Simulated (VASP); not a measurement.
# CsMn (Pm-3m) in VASP: single point with PBE

Aim: the single point of CsMn with PBE.

Everything below comes from runs of VASP 6.6.1. Logs are shortened: lines on timing, memory, paths and dates and some standing lists are left out, and cuts for length are marked.

### Step 1. The cell of the first run

Symmetry: Pm-3m, No. 221, cubic system. Conventional cell: a = 4.569 Å, b = 4.569 Å, c = 4.569 Å, α = 90.00°, β = 90.00°, γ = 90.00°. Cs (site symmetry m-3m) has 8 Mn at 3.96 Å and 6 Cs at 4.57 Å within 5.2 Å. Within 5.2 Å of Mn (site symmetry m-3m) lie 8 Cs at 3.96 Å and 6 Mn at 4.57 Å.

### Step 2. Single point, PBE, collinear spin, ferromagnetic start

Contents of INCAR:

```
SYSTEM = CsMn
PREC = Accurate ; ENCUT = 680
EDIFF = 1E-6 ; ISMEAR = 0
SIGMA = 0.1 ; LREAL = .FALSE.
LASPH = .TRUE. ; NELM = 200
ALGO = Normal ; ISIF = 2
LWAVE = .FALSE. ; LCHARG = .FALSE.
ISPIN = 2 ; MAGMOM = 0 4.61
LORBIT = 11 ; LMAXMIX = 4
GGA = PE ; NBANDS = 23
GGA_COMPAT = .FALSE.
```

Contents of KPOINTS:

```
regular mesh
0
G
  4 4 4
  0 0 0
```

Contents of POSCAR:

```
CsMn
1.0
    4.5692735934      0.0000000000      0.0000000000
    0.0000000000      4.5692735934      0.0000000000
    0.0000000000      0.0000000000      4.5692735934
Cs Mn
1 1
Direct
    0.0000000000      0.0000000000      0.0000000000
    0.5000000000      0.5000000000      0.5000000000
```

Potentials or basis: VASP PAW PBE potentials, release 64 (Cs_sv, Mn_sv).

Command:

```console
$ cat potpaw_PBE.64/Cs_sv/POTCAR potpaw_PBE.64/Mn_sv/POTCAR > POTCAR
$ mpirun -np 1 vasp_std > vasp.out
```

OUTCAR:

```text
SYSTEM = CsMn
   PREC = Accurate
   ENCUT = 680
   EDIFF = 1E-6
   ISMEAR = 0
   LREAL = .FALSE.
   LASPH = .TRUE.
   NELM = 200
   ISIF = 2
   ISPIN = 2
   LORBIT = 11
   GGA = PE

 ion  position               nearest neighbor table
   1  0.000  0.000  0.000-
   2  0.500  0.500  0.500-

  LATTYP: Found a simple cubic cell.
 ALAT       =     4.5692735934

  Lattice vectors:

 A1 = (   4.5692735934,   0.0000000000,   0.0000000000)
 A2 = (   0.0000000000,   4.5692735934,   0.0000000000)
 A3 = (   0.0000000000,   0.0000000000,   4.5692735934)

Analysis of symmetry for initial positions (statically):
=====================================================================
 Subroutine PRICEL returns:
 Original cell was already a primitive cell.

 Routine SETGRP: Setting up the symmetry group for a
 simple cubic supercell.

 Subroutine GETGRP returns: Found 48 space group operations
 (whereof 48 operations were pure point group operations)
 out of a pool of 48 trial point group operations.

The static configuration has the point symmetry O_h .

Analysis of symmetry for dynamics (positions and initial velocities):
=====================================================================
 Subroutine PRICEL returns:
 Original cell was already a primitive cell.

 Routine SETGRP: Setting up the symmetry group for a
 simple cubic supercell.

 Subroutine GETGRP returns: Found 48 space group operations
 (whereof 48 operations were pure point group operations)
 out of a pool of 48 trial point group operations.

The dynamic configuration has the point symmetry O_h .

Analysis of structural, dynamic, and magnetic symmetry:
=====================================================================
 Subroutine PRICEL returns:
 Original cell was already a primitive cell.

 Routine SETGRP: Setting up the symmetry group for a
 simple cubic supercell.

 Subroutine GETGRP returns: Found 48 space group operations
 (whereof 48 operations were pure point group operations)
 out of a pool of 48 trial point group operations.

The overall configuration has the point symmetry O_h .

 Subroutine INISYM returns: Found 48 space group operations
 (whereof 48 operations are pure point group operations),
 and found     1 'primitive' translations

----------------------------------------------------------------------------------------

                                     Primitive cell

  volume of cell :      95.3985

  direct lattice vectors                    reciprocal lattice vectors
     4.569273593  0.000000000  0.000000000     0.218853168  0.000000000  0.000000000
     0.000000000  4.569273593  0.000000000     0.000000000  0.218853168  0.000000000
     0.000000000  0.000000000  4.569273593     0.000000000  0.000000000  0.218853168

  length of vectors
     4.569273593  4.569273593  4.569273593     0.218853168  0.218853168  0.218853168

  position of ions in fractional coordinates (direct lattice)
     0.000000000  0.000000000  0.000000000
     0.500000000  0.500000000  0.500000000

  ion indices of the primitive-cell ions
   primitive index   ion index
                 1           1
                 2           2

----------------------------------------------------------------------------------------

 KPOINTS: regular mesh

Automatic generation of k-mesh.
 Grid dimensions read from file:
 generate k-points for:    4    4    4

 Generating k-lattice:

  Cartesian coordinates                     Fractional coordinates (reciprocal lattice)
     0.054713292  0.000000000  0.000000000     0.250000000  0.000000000  0.000000000
     0.000000000  0.054713292  0.000000000     0.000000000  0.250000000  0.000000000
     0.000000000  0.000000000  0.054713292     0.000000000  0.000000000  0.250000000

  Length of vectors
     0.054713292  0.054713292  0.054713292

  Shift w.r.t. Gamma in fractional coordinates (k-lattice)
     0.000000000  0.000000000  0.000000000

 Subroutine IBZKPT returns following result:
 ===========================================

 Found     10 irreducible k-points:

 Following reciprocal coordinates:
            Coordinates               Weight
  0.000000  0.000000  0.000000      1.000000
  0.250000  0.000000  0.000000      6.000000
  0.500000  0.000000  0.000000      3.000000
  0.250000  0.250000  0.000000     12.000000
  0.500000  0.250000  0.000000     12.000000
  0.500000  0.500000  0.000000      3.000000
  0.250000  0.250000  0.250000      8.000000
  0.500000  0.250000  0.250000     12.000000
  0.500000  0.500000  0.250000      6.000000
  0.500000  0.500000  0.500000      1.000000
   k-points           NKPTS =     10   k-points in BZ     NKDIM =     10   number of bands    NBANDS=     23
   number of dos      NEDOS =    301   number of ions     NIONS =      2
   total plane-waves  NPLWV =  64000
   dimension x,y,z NGX =    40 NGY =   40 NGZ =   40
   dimension x,y,z NGXF=    80 NGYF=   80 NGZF=   80
   ions per type =               1   1
   NGX,Y,Z   is equivalent  to a cutoff of  14.55, 14.55, 14.55 a.u.
   NGXF,Y,Z  is equivalent  to a cutoff of  29.11, 29.11, 29.11 a.u.
 SYSTEM =  CsMn
   PREC   = accura    normal or accurate (medium, high low for compatibility)
   ISTART =      0    job   : 0-new  1-cont  2-samecut
   ICHARG =      2    charge: 1-file 2-atom 10-const
   ISPIN  =      2    spin polarized calculation?
   LNONCOLLINEAR =      F non collinear calculations
   LSORBIT =      F    spin-orbit coupling
   LASPH  =      T    aspherical Exc in radial PAW
   ENCUT  =  680.0 eV  49.98 Ry    7.07 a.u.   9.72  9.72  9.72*2*pi/ulx,y,z
   NELM   =    200;   NELMIN=  2; NELMDL= -5     # of ELM steps
   EDIFF  = 0.1E-05   stopping-criterion for ELM
   LREAL  =      F    real-space projection
   EDIFFG = 0.1E-04   stopping-criterion for IOM
   NSW    =      0    number of steps for IOM
   IBRION =     -1    ionic relax: 0-MD 1-quasi-New 2-CG
   NFREE  =      0    steps in history (QN), initial steepest desc. (CG)
   ISIF   =      2    stress and relaxation
   ISYM   =      2    0-nonsym 1-usesym 2-fastsym
   POTIM  = 0.5000    time-step for ionic-motion
   TEBEG  =    0.0;   TEEND  =   0.0 temperature during run
   PSTRESS=    0.0 pullay stress
   NELECT =      24.0000    total number of electrons
   NUPDOWN=      -1.0000    fix difference up-down
   EMIN   =  10.00;   EMAX   =-10.00  energy-range for DOS
   EFERMI =   0.00;   METHOD = LEGACY
   ISMEAR =     0;   SIGMA  =   0.10  broadening in eV -4-tet -1-fermi 0-gaus
   EFERMI_NEDOS =   21; number of points for ismear=-14 and -15
   IALGO  =     38    algorithm
   IMIX   =      4    mixing-type and parameters
     AMIX     =   0.40;   BMIX     =  1.00
     AMIX_MAG =   1.60;   BMIX_MAG =  1.00
  volume/ion in A,a.u.               =      47.70       321.89
  Fermi-wavevector in a.u.,A,eV,Ry     =   1.033470  1.952976 14.531856  1.068061
  Thomas-Fermi vector in A             =   2.167719
   LORBIT       =     11    0 simple, 1 ext, 2 COOP (PROOUT), +10 PAW based schemes
   GGA     = PE    functional components
   LHFCALC =     F    Hartree Fock is set to
   AEXX    =    0.0000 exact exchange contribution
   IVDW    =     0    specifies the selected vdW correction
   LEPSILON=     F    determine dielectric tensor
   LRPA    =     F    only Hartree local field effects (RPA)
 spin polarized calculation
 Gauss-broadening in eV      SIGMA  =   0.10
  energy-cutoff  :      680.00
  volume of cell :       95.40
 maximum number of plane-waves:      3887
 NGX is ok and might be reduce to    40
   NGX = 19   NGY = 19   NGZ = 19

 number of electron      23.9999976 magnetization       4.5346816

 Free energy of the ion-electron system (eV)
  ---------------------------------------------------
  ext. energy  EPLUGINS =         0.00000000
  ---------------------------------------------------
  free energy    TOTEN  =        -7.39653782 eV

  energy without entropy =       -7.37952376  energy(sigma->0) =       -7.38803079

 E-fermi :   2.3841     XC(G=0):  -7.6265

 val. band max:        2.3047839336   @ k =   0.5000   0.5000   0.5000
 cond. band min:       2.3918599203   @ k =   0.5000   0.5000   0.0000
 fundamental gap:      0.0870759867
 Fermi energy:         2.3840570965

 spin component 1

 k-point     1 :       0.0000    0.0000    0.0000
  band No.  band energies     occupation
      1     -79.7334      1.00000
      2     -48.4854      1.00000
      3     -48.4854      1.00000
      4     -48.4854      1.00000
      5     -20.4066      1.00000
      6      -7.1002      1.00000
[... 15 lines left out ...]
     22       8.1608      0.00000
     23       8.5919      0.00000
[... 210 lines left out ...]
  band No.  band energies     occupation
      1     -79.7334      1.00000
      2     -48.4854      1.00000
      3     -48.4854      1.00000
      4     -48.4854      1.00000
      5     -20.3394      1.00000
      6      -7.3922      1.00000
[... 15 lines left out ...]
     22       9.7330      0.00000
     23      10.7129      0.00000
 Fermi energy:         2.3840570965

 spin component 2

 k-point     1 :       0.0000    0.0000    0.0000
  band No.  band energies     occupation
      1     -75.2064      1.00000
      2     -44.0417      1.00000
      3     -44.0417      1.00000
      4     -44.0417      1.00000
      5     -20.4142      1.00000
      6      -7.1179      1.00000
[... 15 lines left out ...]
     22       8.3007      0.00000
     23       9.3991      0.00000
[... 211 lines left out ...]
      1     -75.2064      1.00000
      2     -44.0417      1.00000
      3     -44.0417      1.00000
      4     -44.0417      1.00000
      5     -20.3455      1.00000
      6      -7.4153      1.00000
[... 15 lines left out ...]
     22       9.6739      0.00000
     23      10.6961      0.00000

------------------------ aborting loop because EDIFF is reached ----------------------------------------

  FORCE on cell =-STRESS in cart. coord.  units (eV):
  Direction    XX          YY          ZZ          XY          YZ          ZX
  --------------------------------------------------------------------------------------
  -------------------------------------------------------------------------------------
  Total       -0.0373774     -0.0373774     -0.0373774      0.0000000      0.0000000      0.0000000
  in kB       -0.6277384     -0.6277384     -0.6277384      0.0000000      0.0000000      0.0000000
  external PRESSURE =      -0.6277384 kB  Pullay stress =       0.0000000 kB

 VOLUME and BASIS-vectors are now :
 -----------------------------------------------------------------------------
  energy-cutoff  :      680.00
  volume of cell :       95.40
      direct lattice vectors                 reciprocal lattice vectors
     4.569273593  0.000000000  0.000000000     0.218853168  0.000000000  0.000000000
     0.000000000  4.569273593  0.000000000     0.000000000  0.218853168  0.000000000
     0.000000000  0.000000000  4.569273593     0.000000000  0.000000000  0.218853168

 POSITION                                       TOTAL-FORCE (eV/Angst)
 -----------------------------------------------------------------------------------
      0.00000      0.00000      0.00000         0.000000      0.000000      0.000000
      2.28464      2.28464      2.28464         0.000000      0.000000      0.000000
 -----------------------------------------------------------------------------------
    total drift:                                0.000000      0.000000     -0.000000

  FREE ENERGIE OF THE ION-ELECTRON SYSTEM (eV)
  ---------------------------------------------------
  free  energy   TOTEN  =        -7.3965378222 eV

  energy  without entropy=       -7.3795237639  energy(sigma->0) =       -7.38803079

 total charge

# of ion       s       p       d       tot
------------------------------------------
    1        1.849   4.658   0.051   6.557
    2        2.256   5.949   4.641  12.846
--------------------------------------------------
tot          4.106  10.607   4.692  19.404

 magnetization (x)

# of ion       s       p       d       tot
------------------------------------------
    1       -0.003   0.010  -0.010  -0.003
    2        0.056   0.008   3.975   4.039
--------------------------------------------------
tot          0.053   0.018   3.965   4.036
```

Run time: 50 s. Hardware: 1 thread of AMD EPYC 9R45 (Zen 5), shared host; peak memory 0.27 GiB.

What came out:

* Free energy: -7.3965 eV
* Pressure: -0.1 GPa
* Net moment: 4.53 μB per cell
* Site moments: Cs -0.00; Mn +4.04 μB
* Valence electrons inside the program's atomic spheres: Cs 6.56; Mn 12.85

Levels at points of the mesh, in eV from the Fermi level:
Spin up:
```
           k point  band 11  band 12  band 13  band 14  band 15  band 16  band 17  band 18
(0.00, 0.00, 0.00)    -3.30    -3.28    -3.28    -3.28     2.12     2.12     3.55     3.55
(0.50, 0.00, 0.00)    -3.27    -3.26    -3.17    -2.05    -0.86     2.41     2.41     2.59
(0.50, 0.50, 0.00)    -3.34    -3.31    -3.05    -2.13     1.06     1.06     2.21     4.28
(0.50, 0.50, 0.50)    -3.31    -3.05    -3.05    -0.83    -0.08    -0.08    -0.08     5.53
```
Spin down:
```
           k point  band 6  band 7  band 8  band 9  band 10  band 11  band 12  band 13
(0.00, 0.00, 0.00)   -9.50   -9.50   -9.50   -3.20    -0.25    -0.25     0.71     0.71
(0.50, 0.00, 0.00)   -9.96   -9.46   -9.46   -1.33    -0.73     0.07     0.63     0.67
(0.50, 0.50, 0.00)   -9.87   -9.87   -9.42   -1.63     0.01     0.47     0.47     0.59
(0.50, 0.50, 0.50)   -9.80   -9.80   -9.80    0.15     0.15     0.15     0.55     0.55
```

Caveat: spin-orbit coupling is left out, which moves the levels of the heavy elements.
